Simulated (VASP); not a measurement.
# Bi3Te2S (P31m) in VASP: single point with PBE

Aim: the single point of Bi3Te2S with PBE.

All numbers are computed with VASP 6.6.1; they aren't measurements. Logs are shortened: lines on timing, memory, paths and dates and some standing lists are left out, and cuts for length are marked.

### 1 The cell of the first run

The structure is trigonal, space group P31m (No. 157). Conventional cell: a = 6.964 Å, b = 6.964 Å, c = 4.335 Å, α = 90.00°, β = 90.00°, γ = 120.00°. Within 3.9 Å of Bi (site symmetry m) lie 2 S at 2.97 to 2.98 Å and 4 Te at 3.29 Å and 2 Bi at 3.53 Å. Te (site symmetry 3) has 6 Bi at 3.29 Å and 5 Te at 4.02 to 4.34 Å and 3 S at 4.02 Å within 4.4 Å. S (site symmetry 3m) has 6 Bi at 2.97 to 2.98 Å and 6 Te at 4.02 Å within 4.1 Å.

The cell was generated, and may not be a known phase.

### 2 Single point, PBE

Input file INCAR:

```
SYSTEM = Bi3Te2S
ALGO = Fast
EDIFF = 1E-7
ENCUT = 520
GGA = PE
ISIF = 2
ISMEAR = 0
LASPH = .TRUE.
LCHARG = .FALSE.
LREAL = .FALSE.
LWAVE = .FALSE.
NBANDS = 40
NELM = 100
PREC = Accurate
SIGMA = 0.1
```

Input file KPOINTS:

```
k-points
0
G
  6 6 10
  0 0 0
```

Input file POSCAR:

```
Bi3Te2S
1.0
    6.9644432589      0.0000000000      0.0000000000
   -3.4822216294      6.0313847854      0.0000000000
    0.0000000000      0.0000000000      4.3351477216
Bi Te S
3 2 1
Direct
    0.7074155737      0.0000000000      0.5253173740
    0.0000000000      0.7074155737      0.5253173740
    0.2925844263      0.2925844263      0.5253173740
    0.3333333333      0.6666666667      1.0265323540
    0.6666666667      0.3333333333      1.0265323540
    0.0000000000      0.0000000000      0.0275663404
```

Potentials or basis: VASP PAW PBE potentials, release 64 (Bi_d, Te, S).

The run is started by

```bash
cat potpaw_PBE.64/Bi_d/POTCAR potpaw_PBE.64/Te/POTCAR potpaw_PBE.64/S/POTCAR > POTCAR
mpirun -np 1 vasp_std > vasp.out
```

OUTCAR:

```text
SYSTEM = Bi3Te2S
   EDIFF = 1E-7
   ENCUT = 520
   GGA = PE
   ISIF = 2
   ISMEAR = 0
   LASPH = .TRUE.
   LREAL = .FALSE.
   NELM = 100
   PREC = Accurate

 ion  position               nearest neighbor table
   1  0.707  0.000  0.525-   6 2.97   6 2.98   5 3.29   4 3.29   5 3.29   4 3.29   2 3.53   3 3.53

   2  0.000  0.707  0.525-   6 2.97   6 2.98   4 3.29   5 3.29   4 3.29   5 3.29   1 3.53   3 3.53

   3  0.293  0.293  0.525-   6 2.97   6 2.98   4 3.29   5 3.29   4 3.29   5 3.29   2 3.53   1 3.53

   4  0.333  0.667  0.027-   2 3.29   1 3.29   3 3.29   2 3.29   1 3.29   3 3.29
   5  0.667  0.333  0.027-   1 3.29   2 3.29   3 3.29   1 3.29   2 3.29   3 3.29
   6  0.000  0.000  0.028-   2 2.97   1 2.97   3 2.97   2 2.98   1 2.98   3 2.98

  LATTYP: Found a hexagonal cell.
 ALAT       =     6.9644432589
 C/A-ratio  =     0.6224686684

  Lattice vectors:

 A1 = (   6.9644432589,   0.0000000000,   0.0000000000)
 A2 = (  -3.4822216294,   6.0313847854,   0.0000000000)
 A3 = (   0.0000000000,   0.0000000000,   4.3351477216)

Analysis of symmetry for initial positions (statically):
=====================================================================
 Subroutine PRICEL returns:
 Original cell was already a primitive cell.

 Routine SETGRP: Setting up the symmetry group for a
 hexagonal supercell.

 Subroutine GETGRP returns: Found  6 space group operations
 (whereof  6 operations were pure point group operations)
 out of a pool of 24 trial point group operations.

The static configuration has the point symmetry C_3v.

Analysis of symmetry for dynamics (positions and initial velocities):
=====================================================================
 Subroutine PRICEL returns:
 Original cell was already a primitive cell.

 Routine SETGRP: Setting up the symmetry group for a
 hexagonal supercell.

 Subroutine GETGRP returns: Found  6 space group operations
 (whereof  6 operations were pure point group operations)
 out of a pool of 24 trial point group operations.

The dynamic configuration has the point symmetry C_3v.

 Subroutine INISYM returns: Found  6 space group operations
 (whereof  6 operations are pure point group operations),
 and found     1 'primitive' translations

----------------------------------------------------------------------------------------

                                     Primitive cell

  volume of cell :     182.0989

  direct lattice vectors                    reciprocal lattice vectors
     6.964443259  0.000000000  0.000000000     0.143586495  0.082899702  0.000000000
    -3.482221629  6.031384785  0.000000000     0.000000000  0.165799404  0.000000000
     0.000000000  0.000000000  4.335147722     0.000000000  0.000000000  0.230672647

  length of vectors
     6.964443259  6.964443259  4.335147722     0.165799404  0.165799404  0.230672647

  position of ions in fractional coordinates (direct lattice)
     0.707415574  0.000000000  0.525317374
     1.000000000  0.707415574  0.525317374
     0.292584426  0.292584426  0.525317374
     0.333333333  0.666666667  0.026532354
     0.666666667  0.333333333  0.026532354
     0.000000000  0.000000000  0.027566340

  ion indices of the primitive-cell ions
   primitive index   ion index
                 1           1
                 2           2
                 3           3
                 4           4
                 5           5
                 6           6

----------------------------------------------------------------------------------------

 KPOINTS: k-points

Automatic generation of k-mesh.
 Grid dimensions read from file:
 generate k-points for:    6    6   10

 Generating k-lattice:

  Cartesian coordinates                     Fractional coordinates (reciprocal lattice)
     0.023931083  0.013816617  0.000000000     0.166666667 -0.000000000  0.000000000
     0.000000000  0.027633234  0.000000000     0.000000000  0.166666667  0.000000000
     0.000000000  0.000000000  0.023067265     0.000000000  0.000000000  0.100000000

  Length of vectors
     0.027633234  0.027633234  0.023067265

  Shift w.r.t. Gamma in fractional coordinates (k-lattice)
     0.000000000  0.000000000  0.000000000

 Subroutine IBZKPT returns following result:
 ===========================================

 Found     54 irreducible k-points:

 Following reciprocal coordinates:
            Coordinates               Weight
  0.000000  0.000000  0.000000      1.000000
  0.166667  0.000000  0.000000      6.000000
  0.333333  0.000000  0.000000      6.000000
  0.500000  0.000000  0.000000      3.000000
  0.166667  0.166667  0.000000      6.000000
  0.333333  0.166667  0.000000     12.000000
[... 16 lines left out ...]
 -0.166667  0.333333  0.200000      6.000000
  0.333333  0.166667  0.200000     12.000000
 [... further k-points ...]
   k-points           NKPTS =     54   k-points in BZ     NKDIM =     54   number of bands    NBANDS=     40
   number of dos      NEDOS =    301   number of ions     NIONS =      6
   total plane-waves  NPLWV =  93312
   dimension x,y,z NGX =    54 NGY =   54 NGZ =   32
   dimension x,y,z NGXF=   108 NGYF=  108 NGZF=   64
   ions per type =               3   2   1
   NGX,Y,Z   is equivalent  to a cutoff of  12.89, 12.89, 12.27 a.u.
   NGXF,Y,Z  is equivalent  to a cutoff of  25.78, 25.78, 24.54 a.u.
 SYSTEM =  Bi3Te2S
   PREC   = accura    normal or accurate (medium, high low for compatibility)
   ISTART =      0    job   : 0-new  1-cont  2-samecut
   ICHARG =      2    charge: 1-file 2-atom 10-const
   ISPIN  =      1    spin polarized calculation?
   LNONCOLLINEAR =      F non collinear calculations
   LSORBIT =      F    spin-orbit coupling
   LASPH  =      T    aspherical Exc in radial PAW
   ENCUT  =  520.0 eV  38.22 Ry    6.18 a.u.  12.95 12.95  8.06*2*pi/ulx,y,z
   NELM   =    100;   NELMIN=  2; NELMDL= -5     # of ELM steps
   EDIFF  = 0.1E-06   stopping-criterion for ELM
   LREAL  =      F    real-space projection
   EDIFFG = 0.1E-05   stopping-criterion for IOM
   NSW    =      0    number of steps for IOM
   IBRION =     -1    ionic relax: 0-MD 1-quasi-New 2-CG
   NFREE  =      0    steps in history (QN), initial steepest desc. (CG)
   ISIF   =      2    stress and relaxation
   ISYM   =      2    0-nonsym 1-usesym 2-fastsym
   POTIM  = 0.5000    time-step for ionic-motion
   TEBEG  =    0.0;   TEEND  =   0.0 temperature during run
   PSTRESS=    0.0 pullay stress
   NELECT =      63.0000    total number of electrons
   NUPDOWN=      -1.0000    fix difference up-down
   EMIN   =  10.00;   EMAX   =-10.00  energy-range for DOS
   EFERMI =   0.00;   METHOD = LEGACY
   ISMEAR =     0;   SIGMA  =   0.10  broadening in eV -4-tet -1-fermi 0-gaus
   EFERMI_NEDOS =   21; number of points for ismear=-14 and -15
   IALGO  =     68    algorithm
   IMIX   =      4    mixing-type and parameters
     AMIX     =   0.40;   BMIX     =  1.00
     AMIX_MAG =   1.60;   BMIX_MAG =  1.00
  volume/ion in A,a.u.               =      30.35       204.81
  Fermi-wavevector in a.u.,A,eV,Ry     =   1.149262  2.171791 17.970633  1.320804
  Thomas-Fermi vector in A             =   2.285933
   LORBIT       =      0    0 simple, 1 ext, 2 COOP (PROOUT), +10 PAW based schemes
   GGA     = PE    functional components
   LHFCALC =     F    Hartree Fock is set to
   AEXX    =    0.0000 exact exchange contribution
   IVDW    =     0    specifies the selected vdW correction
   LEPSILON=     F    determine dielectric tensor
   LRPA    =     F    only Hartree local field effects (RPA)
 non-spin polarized calculation
 RMM-DIIS sequential band-by-band and
 Gauss-broadening in eV      SIGMA  =   0.10
  energy-cutoff  :      520.00
  volume of cell :      182.10
 maximum number of plane-waves:      4944
 NGX is ok and might be reduce to    54
   NGX = 25   NGY = 25   NGZ = 17

 number of electron      62.9999997 magnetization

 Free energy of the ion-electron system (eV)
  ---------------------------------------------------
  ext. energy  EPLUGINS =         0.00000000
  ---------------------------------------------------
  free energy    TOTEN  =       -22.24233364 eV

  energy without entropy =      -22.23176263  energy(sigma->0) =      -22.23704814

 E-fermi :   6.8848     XC(G=0):  -9.7493

 val. band max:        6.8424243414   @ k =   0.1667   0.1667   0.0000
 cond. band min:       6.8899548903   @ k =   0.3333   0.1667   0.0000
 fundamental gap:      0.0475305489
 Fermi energy:         6.8847895471

 k-point     1 :       0.0000    0.0000    0.0000
  band No.  band energies     occupation
      1     -16.4833      2.00000
      2     -16.4593      2.00000
      3     -16.4555      2.00000
      4     -16.4555      2.00000
      5     -16.4369      2.00000
      6     -16.4369      2.00000
[... 32 lines left out ...]
     39      10.4720      0.00000
     40      11.2393      0.00000

 k-point     2 :       0.1667    0.0000    0.0000
  band No.  band energies     occupation
      1     -16.4828      2.00000
      2     -16.4591      2.00000
      3     -16.4569      2.00000
      4     -16.4563      2.00000
      5     -16.4373      2.00000
      6     -16.4362      2.00000
[... 32 lines left out ...]
     39      10.8498      0.00000
     40      10.9016      0.00000

 k-point     3 :       0.3333    0.0000    0.0000
  band No.  band energies     occupation
      1     -16.4820      2.00000
      2     -16.4599      2.00000
      3     -16.4586      2.00000
      4     -16.4578      2.00000
      5     -16.4379      2.00000
      6     -16.4349      2.00000
[... 32 lines left out ...]
     39       9.9912      0.00000
     40      11.0085      0.00000

 k-point     4 :       0.5000    0.0000    0.0000
  band No.  band energies     occupation
      1     -16.4817      2.00000
      2     -16.4614      2.00000
      3     -16.4585      2.00000
      4     -16.4584      2.00000
      5     -16.4381      2.00000
      6     -16.4342      2.00000
[... 32 lines left out ...]
     39      10.1128      0.00000
     40      10.4848      0.00000
[... 772 lines left out ...]
     39       9.9182      0.00000
     40      11.9933      0.00000

 k-point    23 :      -0.1667    0.3333    0.2000
  band No.  band energies     occupation
      1     -16.4781      2.00000
      2     -16.4634      2.00000
      3     -16.4556      2.00000
      4     -16.4544      2.00000
      5     -16.4402      2.00000
      6     -16.4375      2.00000
[... 32 lines left out ...]
     39       9.9314      0.00000
     40      11.9739      0.00000

 k-point    24 :       0.3333    0.1667    0.2000
  band No.  band energies     occupation
      1     -16.4780      2.00000
      2     -16.4628      2.00000
      3     -16.4577      2.00000
      4     -16.4557      2.00000
      5     -16.4402      2.00000
      6     -16.4371      2.00000
[... 32 lines left out ...]
     39       9.8874      0.00000
     40      11.6472      0.00000

 [... further k-points ...]
[... 5 lines left out ...]
  --------------------------------------------------------------------------------------
  -------------------------------------------------------------------------------------
  Total       -0.0598343     -0.0598343     -0.0522159     -0.0000000      0.0000000      0.0000000
  in kB       -0.5264456     -0.5264456     -0.4594161     -0.0000000      0.0000000      0.0000000
  external PRESSURE =      -0.5041024 kB  Pullay stress =       0.0000000 kB

 VOLUME and BASIS-vectors are now :
 -----------------------------------------------------------------------------
  energy-cutoff  :      520.00
  volume of cell :      182.10
      direct lattice vectors                 reciprocal lattice vectors
     6.964443259  0.000000000  0.000000000     0.143586495  0.082899702  0.000000000
    -3.482221629  6.031384785  0.000000000     0.000000000  0.165799404  0.000000000
     0.000000000  0.000000000  4.335147722     0.000000000  0.000000000  0.230672647

 POSITION                                       TOTAL-FORCE (eV/Angst)
 -----------------------------------------------------------------------------------
      4.92676      0.00000      2.27733        -0.003535     -0.000000      0.004240
     -2.46338      4.26670      2.27733         0.001767     -0.003061      0.004240
      1.01884      1.76469      2.27733         0.001767      0.003061      0.004240
     -0.00000      4.02092      0.11502         0.000000     -0.000000     -0.001731
      3.48222      2.01046      0.11502         0.000000     -0.000000     -0.001731
      0.00000      0.00000      0.11950         0.000000     -0.000000     -0.009259
 -----------------------------------------------------------------------------------
    total drift:                                0.000000      0.000000     -0.000335

  FREE ENERGIE OF THE ION-ELECTRON SYSTEM (eV)
  ---------------------------------------------------
  free  energy   TOTEN  =       -22.2423336409 eV

  energy  without entropy=      -22.2317626313  energy(sigma->0) =      -22.23704814
```

Wall time 7.8 min (1 thread of Oxide Virtual Turin-like, shared host); peak memory 0.48 GiB.

Results:

* Free energy: -22.2423 eV
* Pressure: -0.1 GPa
* Largest force: 0.009 eV/Å
* Band gap on the k mesh: zero (an odd number of electrons rules out a gap without spin polarisation)

Forces on the atoms (eV/Å):
```
Bi  -0.004  0.000  0.004
Bi   0.002 -0.003  0.004
Bi   0.002  0.003  0.004
Te   0.000  0.000 -0.002
Te   0.000  0.000 -0.002
S    0.000  0.000 -0.009
```

Caveat: spin-orbit coupling is left out, which moves the levels of the heavy elements; an odd number of electrons without spin polarisation forces a metal; a magnetic or distorted state may lie lower.

The gap in the log of VASP goes by the Fermi energy; the results here count the filled bands.